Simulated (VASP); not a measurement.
ZrS:

```xyz
2
Lattice="0.0000 2.7127 2.7127 2.7127 0.0000 2.7127 2.7127 2.7127 0.0000" Properties=species:S:1:pos:R:3 pbc="T T T"
Zr    0.0000    0.0000    0.0000
S     2.7127    2.7127    2.7127
```

Base run:

* Program: VASP 6.6.1
* Functional: LDA
* Potentials or basis: VASP PAW LDA potentials, release 64 (Zr_sv, S)
* Cutoff: 520 eV
* k mesh: 16 × 16 × 16
* Occupations: gaussian, width 0.15 eV
* Spin: collinear spin, ferromagnetic start
* Starting moments: [0.3, 0.0] μB
* Fixed moment: 0.3 μB

Its results: pressure -17.5 GPa; site moments Zr +0.18; S +0.01 μB.

**Question.** The run is repeated on the same cell with these changes: fixed moment from 0.3 μB to 0.7 μB; moments at the start from [0.3, 0.0] to [0.7, 0.0]. What comes out?

**Answer.** Pressure -16.7 GPa; site moments Zr +0.42; S +0.02 μB.

Caveats: the total moment is fixed, so each spin has its own Fermi level.
